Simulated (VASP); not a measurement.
# Nb (I4/mmm) in VASP: further runs

Nb is run at these levels: r2SCAN; tasks: single point.

Everything below comes from runs of VASP 6.6.1. Logs are shortened: lines on timing, memory, paths and dates and some standing lists are left out, and cuts for length are marked.

### Step 1. The cell of the first run

It takes space group I4/mmm (No. 139, tetragonal). The conventional cell has a = 2.991 Å, b = 2.991 Å, c = 3.807 Å, α = 90.00°, β = 90.00°, γ = 90.00°. Within 3.9 Å of Nb (site symmetry 4/mmm) lie 14 Nb at 2.85 to 3.81 Å.

### Step 2. Single point, r2SCAN (strain -0.1000 x Voigt [1, 0, 0, 0, 0, 0])

The input, POSCAR:

```
Nb
1.0
    0.0000000000      2.1150000000      2.1150000000
    1.9035000000      0.0000000000      2.1150000000
    1.9035000000      2.1150000000      0.0000000000
Nb
1
Direct
    0.0000000000      0.0000000000      0.0000000000
```

The input, INCAR.step1:

```
ALGO = Normal ; EDIFF = 1E-4
ENCUT = 520 ; GGA = PE
ISMEAR = 0 ; LASPH = True
LCHARG = False ; LREAL = False
LWAVE = True ; NBANDS = 12
NELM = 80 ; PREC = Accurate
SIGMA = 0.15
```

The input, INCAR.step2:

```
ALGO = Normal ; EDIFF = 1E-6
ENCUT = 520 ; ISIF = 2
ISMEAR = 0 ; ISTART = 1
LASPH = True ; LCHARG = False
LMIXTAU = True ; LREAL = False
LWAVE = False ; METAGGA = R2SCAN
NBANDS = 12 ; NELM = 80
PREC = Accurate ; SIGMA = 0.15
```

The input, KPOINTS:

```
k-points
0
Gamma
  20 20 20
```

Potentials or basis: VASP PAW PBE potentials, release 64 (Nb_sv).

The run is started by

```bash
> cat potpaw_PBE.64/Nb_sv/POTCAR > POTCAR
> cp INCAR.step1 INCAR
> mpirun -np 1 vasp_std > vasp.out
> cp INCAR.step2 INCAR
> mpirun -np 1 vasp_std > vasp.out
```

OUTCAR:

```text
EDIFF = 1E-6
   ENCUT = 520
   ISIF = 2
   ISMEAR = 0
   ISTART = 1
   LASPH = True
   LREAL = False
   METAGGA = R2SCAN
   NELM = 80
   PREC = Accurate

 ion  position               nearest neighbor table
   1  0.000  0.000  0.000-

  LATTYP: Found a body centered tetragonal cell.
 ALAT       =     2.9910616844
 C/A-ratio  =     1.2727922061

  Lattice vectors:

 A1 = (  -1.9035000000,   0.0000000000,  -2.1150000000)
 A2 = (  -1.9035000000,   0.0000000000,   2.1150000000)
 A3 = (   1.9035000000,   2.1150000000,   0.0000000000)

Analysis of symmetry for initial positions (statically):
=====================================================================
 Subroutine PRICEL returns:
 Original cell was already a primitive cell.

 Routine SETGRP: Setting up the symmetry group for a
 body centered tetragonal supercell.

 Subroutine GETGRP returns: Found 16 space group operations
 (whereof 16 operations were pure point group operations)
 out of a pool of 16 trial point group operations.

The static configuration has the point symmetry D_4h.

Analysis of symmetry for dynamics (positions and initial velocities):
=====================================================================
 Subroutine PRICEL returns:
 Original cell was already a primitive cell.

 Routine SETGRP: Setting up the symmetry group for a
 body centered tetragonal supercell.

 Subroutine GETGRP returns: Found 16 space group operations
 (whereof 16 operations were pure point group operations)
 out of a pool of 16 trial point group operations.

The dynamic configuration has the point symmetry D_4h.

 Subroutine INISYM returns: Found 16 space group operations
 (whereof 16 operations are pure point group operations),
 and found     1 'primitive' translations

----------------------------------------------------------------------------------------

                                     Primitive cell

  volume of cell :      17.0296

  direct lattice vectors                    reciprocal lattice vectors
     0.000000000  2.115000000  2.115000000    -0.262674022  0.236406619  0.236406619
     1.903500000  0.000000000  2.115000000     0.262674022 -0.236406619  0.236406619
     1.903500000  2.115000000  0.000000000     0.262674022  0.236406619 -0.236406619

  length of vectors
     2.991061684  2.845441486  2.845441486     0.425175047  0.425175047  0.425175047

  position of ions in fractional coordinates (direct lattice)
     0.000000000  0.000000000  0.000000000

  ion indices of the primitive-cell ions
   primitive index   ion index
                 1           1

----------------------------------------------------------------------------------------

 KPOINTS: k-points

Automatic generation of k-mesh.
 Grid dimensions read from file:
 generate k-points for:   20   20   20

 Generating k-lattice:

  Cartesian coordinates                     Fractional coordinates (reciprocal lattice)
    -0.013133701  0.011820331  0.011820331     0.050000000 -0.000000000 -0.000000000
     0.013133701 -0.011820331  0.011820331     0.000000000  0.050000000  0.000000000
     0.013133701  0.011820331 -0.011820331     0.000000000  0.000000000  0.050000000

  Length of vectors
     0.021258752  0.021258752  0.021258752

  Shift w.r.t. Gamma in fractional coordinates (k-lattice)
     0.000000000  0.000000000  0.000000000

 Subroutine IBZKPT returns following result:
 ===========================================

 Found    641 irreducible k-points:

 Following reciprocal coordinates:
            Coordinates               Weight
  0.000000  0.000000  0.000000      1.000000
  0.050000  0.000000  0.000000      8.000000
  0.100000  0.000000  0.000000      8.000000
  0.150000  0.000000  0.000000      8.000000
  0.200000  0.000000  0.000000      8.000000
  0.250000  0.000000  0.000000      8.000000
[... 16 lines left out ...]
 -0.400000  0.050000 -0.000000     16.000000
 -0.350000  0.050000 -0.000000     16.000000
 [... further k-points ...]
   k-points           NKPTS =    641   k-points in BZ     NKDIM =    641   number of bands    NBANDS=     12
   number of dos      NEDOS =    301   number of ions     NIONS =      1
   total plane-waves  NPLWV =  13824
   dimension x,y,z NGX =    24 NGY =   24 NGZ =   24
   dimension x,y,z NGXF=    48 NGYF=   48 NGZF=   48
   ions per type =               1
   NGX,Y,Z   is equivalent  to a cutoff of  13.34, 14.02, 14.02 a.u.
   NGXF,Y,Z  is equivalent  to a cutoff of  26.68, 28.04, 28.04 a.u.
 SYSTEM =  unknown system
   PREC   = accura    normal or accurate (medium, high low for compatibility)
   ISTART =      1    job   : 0-new  1-cont  2-samecut
   ICHARG =      0    charge: 1-file 2-atom 10-const
   ISPIN  =      1    spin polarized calculation?
   LNONCOLLINEAR =      F non collinear calculations
   LSORBIT =      F    spin-orbit coupling
   LASPH  =      T    aspherical Exc in radial PAW
   ENCUT  =  520.0 eV  38.22 Ry    6.18 a.u.   5.56  5.29  5.29*2*pi/ulx,y,z
   NELM   =     80;   NELMIN=  2; NELMDL=  0     # of ELM steps
   EDIFF  = 0.1E-05   stopping-criterion for ELM
   LREAL  =      F    real-space projection
   EDIFFG = 0.1E-04   stopping-criterion for IOM
   NSW    =      0    number of steps for IOM
   IBRION =     -1    ionic relax: 0-MD 1-quasi-New 2-CG
   NFREE  =      0    steps in history (QN), initial steepest desc. (CG)
   ISIF   =      2    stress and relaxation
   ISYM   =      2    0-nonsym 1-usesym 2-fastsym
   POTIM  = 0.5000    time-step for ionic-motion
   TEBEG  =    0.0;   TEEND  =   0.0 temperature during run
   PSTRESS=    0.0 pullay stress
   NELECT =      13.0000    total number of electrons
   NUPDOWN=      -1.0000    fix difference up-down
   EMIN   =  10.00;   EMAX   =-10.00  energy-range for DOS
   EFERMI =   0.00;   METHOD = LEGACY
   ISMEAR =     0;   SIGMA  =   0.15  broadening in eV -4-tet -1-fermi 0-gaus
   EFERMI_NEDOS =   21; number of points for ismear=-14 and -15
   IALGO  =     38    algorithm
   IMIX   =      4    mixing-type and parameters
     AMIX     =   0.40;   BMIX     =  1.00
     AMIX_MAG =   1.60;   BMIX_MAG =  1.00
  volume/ion in A,a.u.               =      17.03       114.92
  Fermi-wavevector in a.u.,A,eV,Ry     =   1.496195  2.827398 30.457978  2.238598
  Thomas-Fermi vector in A             =   2.608242
   LORBIT       =      0    0 simple, 1 ext, 2 COOP (PROOUT), +10 PAW based schemes
   METAGGA = R2SCAN    functional components
   LHFCALC =     F    Hartree Fock is set to
   AEXX    =    0.0000 exact exchange contribution
   IVDW    =     0    specifies the selected vdW correction
   LEPSILON=     F    determine dielectric tensor
   LRPA    =     F    only Hartree local field effects (RPA)
 non-spin polarized calculation
 Gauss-broadening in eV      SIGMA  =   0.15
  energy-cutoff  :      520.00
  volume of cell :       17.03
 maximum number of plane-waves:       475
 NGX is ok and might be reduce to    24
   NGX = 11   NGY = 11   NGZ = 11

 number of electron      13.0000000 magnetization

 Free energy of the ion-electron system (eV)
  ---------------------------------------------------
  ext. energy  EPLUGINS =         0.00000000
  ---------------------------------------------------
  free energy    TOTEN  =       -24.55137022 eV

  energy without entropy =      -24.53767522  energy(sigma->0) =      -24.54452272

 E-fermi :  12.2535     XC(G=0): -13.9467

 val. band max:       12.2531141017   @ k =   0.3500   0.2000   0.1000
 cond. band min:      12.2650429606   @ k =  -0.3500   0.1000   0.1000
 fundamental gap:      0.0119288589
 Fermi energy:        12.2534524289

 k-point     1 :       0.0000    0.0000    0.0000
  band No.  band energies     occupation
      1     -44.1477      2.00000
      2     -18.5592      2.00000
      3     -18.5592      2.00000
      4     -18.5486      2.00000
      5       5.5800      2.00000
      6      12.0783      1.90126
      7      12.0783      1.90126
      8      13.4527      0.00000
      9      14.6084      0.00000
     10      16.3827      0.00000
     11      24.9004      0.00000
     12      29.1479      0.00000

 k-point     2 :       0.0500    0.0000    0.0000
  band No.  band energies     occupation
      1     -44.1402      2.00000
      2     -18.6015      2.00000
      3     -18.5676      2.00000
      4     -18.5548      2.00000
      5       5.6908      2.00000
      6      12.0526      1.94178
      7      12.1258      1.77111
      8      13.4295      0.00000
      9      14.5807      0.00000
     10      16.3163      0.00000
     11      25.1306      0.00000
     12      29.0682      0.00000

 k-point     3 :       0.1000    0.0000    0.0000
  band No.  band energies     occupation
      1     -44.1182      2.00000
      2     -18.7335      2.00000
      3     -18.5919      2.00000
      4     -18.5625      2.00000
      5       6.0101      2.00000
      6      11.9504      1.99572
      7      12.2425      1.08231
      8      13.4119      0.00000
      9      14.5344      0.00000
     10      16.1460      0.00000
     11      25.7556      0.00000
     12      28.6999      0.00000
[... 286 lines left out ...]
 k-point    23 :      -0.4000    0.0500   -0.0000
  band No.  band energies     occupation
      1     -43.8474      2.00000
      2     -20.1724      2.00000
      3     -18.8977      2.00000
      4     -18.6554      2.00000
      5       8.0610      2.00000
      6      11.5250      2.00000
      7      13.2999      0.00000
      8      13.3313      0.00000
      9      17.0006      0.00000
     10      18.1586      0.00000
     11      24.3125      0.00000
     12      26.3693      0.00000

 k-point    24 :      -0.3500    0.0500   -0.0000
  band No.  band energies     occupation
      1     -43.8783      2.00000
      2     -20.0200      2.00000
      3     -18.8685      2.00000
      4     -18.6411      2.00000
      5       8.1081      2.00000
      6      11.6828      2.00000
      7      12.6032      0.00098
      8      13.4552      0.00000
      9      16.4883      0.00000
     10      17.5541      0.00000
     11      24.4818      0.00000
     12      27.6720      0.00000

 [... further k-points ...]
[... 5 lines left out ...]
  --------------------------------------------------------------------------------------
  -------------------------------------------------------------------------------------
  Total       -0.0572938      2.5506136      2.5506136      0.0000000      0.0000000      0.0000000
  in kB       -5.3903241    239.9670582    239.9670582      0.0000000      0.0000000      0.0000000
  external PRESSURE =     158.1812641 kB  Pullay stress =       0.0000000 kB

 VOLUME and BASIS-vectors are now :
 -----------------------------------------------------------------------------
  energy-cutoff  :      520.00
  volume of cell :       17.03
      direct lattice vectors                 reciprocal lattice vectors
     0.000000000  2.115000000  2.115000000    -0.262674022  0.236406619  0.236406619
     1.903500000  0.000000000  2.115000000     0.262674022 -0.236406619  0.236406619
     1.903500000  2.115000000  0.000000000     0.262674022  0.236406619 -0.236406619

 POSITION                                       TOTAL-FORCE (eV/Angst)
 -----------------------------------------------------------------------------------
      0.00000      0.00000      0.00000         0.000000      0.000000     -0.000000
 -----------------------------------------------------------------------------------
    total drift:                                0.000000      0.000000      0.000000

  FREE ENERGIE OF THE ION-ELECTRON SYSTEM (eV)
  ---------------------------------------------------
  free  energy   TOTEN  =       -24.5513702184 eV

  energy  without entropy=      -24.5376752179  energy(sigma->0) =      -24.54452272
```

Wall time 2.5 min (1 thread of Intel Xeon 6975P-C (Granite Rapids), shared host); peak memory 0.25 GiB.

Results:

```
Free energy            : -24.5514 eV
Pressure               : 15.8 GPa
Band gap on the k mesh : zero (an odd number of electrons rules out a gap without spin polarisation)
```

Caveat: the cell differs from its parent crystal (strain -0.1000 x Voigt [1, 0, 0, 0, 0, 0]); the stress differs along the axes, from -1 to 24 GPa; the PAW data sets were made with another functional, which shifts forces and pressure a little.

### Step 3. Single point, r2SCAN (strain -0.0750 x Voigt [1, 0, 0, 0, 0, 0])

The input, POSCAR:

```
Nb
1.0
    0.0000000000      2.1150000000      2.1150000000
    1.9563750000      0.0000000000      2.1150000000
    1.9563750000      2.1150000000      0.0000000000
Nb
1
Direct
    0.0000000000      0.0000000000      0.0000000000
```

The input, INCAR.step1:

```
SYSTEM = Nb
PREC     = Accurate       ! precision mode
ENCUT    = 520            ! plane-wave cutoff, eV
ISMEAR   = 0              ! smearing method
SIGMA    = 0.15           ! smearing width, eV
LREAL    = .False.        ! projectors in reciprocal space
LASPH    = .True.         ! aspherical terms in the spheres
NELM     = 60             ! most SCF steps
NBANDS   = 12             ! bands
GGA      = PE             ! functional
ALGO     = Normal         ! electronic algorithm
EDIFF    = 1E-4           ! SCF threshold, eV
LWAVE    = .True.         ! write WAVECAR
LCHARG   = .False.        ! write CHGCAR
```

The input, INCAR.step2:

```
SYSTEM = Nb
PREC     = Accurate       ! precision mode
ENCUT    = 520            ! plane-wave cutoff, eV
EDIFF    = 1E-6           ! SCF threshold, eV
ISMEAR   = 0              ! smearing method
SIGMA    = 0.15           ! smearing width, eV
LREAL    = .False.        ! projectors in reciprocal space
LASPH    = .True.         ! aspherical terms in the spheres
NELM     = 60             ! most SCF steps
ALGO     = Normal         ! electronic algorithm
ISIF     = 2              ! what is computed and relaxed
LWAVE    = .False.        ! write WAVECAR
LCHARG   = .False.        ! write CHGCAR
METAGGA  = R2SCAN         ! meta-GGA
LMIXTAU  = .True.       
NBANDS   = 12             ! bands
ISTART   = 1
```

The input, KPOINTS:

```
Automatic mesh
0
Gamma
  20 20 20
  0 0 0
```

Potentials or basis: VASP PAW PBE potentials, release 64 (Nb_sv).

The run is started by

```bash
> cat potpaw_PBE.64/Nb_sv/POTCAR > POTCAR
> cp INCAR.step1 INCAR
> mpirun -np 1 vasp_std > vasp.out
> cp INCAR.step2 INCAR
> mpirun -np 1 vasp_std > vasp.out
```

Run time: 2.3 min. Hardware: 1 thread of Intel Xeon 6975P-C (Granite Rapids), shared host; peak memory 0.25 GiB.

It converged, with:

| Item | Value |
| --- | --- |
| Free energy | -24.5458 eV |
| Pressure | 10.7 GPa |
| Band gap on the k mesh | zero (an odd number of electrons rules out a gap without spin polarisation) |

Stress tensor (GPa, compression positive):
```
-3.04  0.00  0.00
 0.00 17.59  0.00
 0.00  0.00 17.59
```

Levels at points of the mesh, in eV from the Fermi level:
```csv
k point,band 4,band 5,band 6,band 7,band 8,band 9
"(0.00, 0.00, 0.00)",-30.95,-6.68,-0.14,-0.14,0.89,2.51
"(0.50, 0.00, 0.00)",-31.08,-4.27,-0.60,0.64,1.64,5.09
"(0.50, 0.50, 0.00)",-31.34,-4.57,-3.71,3.67,5.37,5.54
"(0.00, 0.50, 0.50)",-31.64,-4.61,-3.95,5.26,5.40,5.99
```

Caveat: the cell differs from its parent crystal (strain -0.0750 x Voigt [1, 0, 0, 0, 0, 0]); the stress differs along the axes, from -3 to 18 GPa; the PAW data sets were made with another functional, which shifts forces and pressure a little.

[end of part 1 of 2]
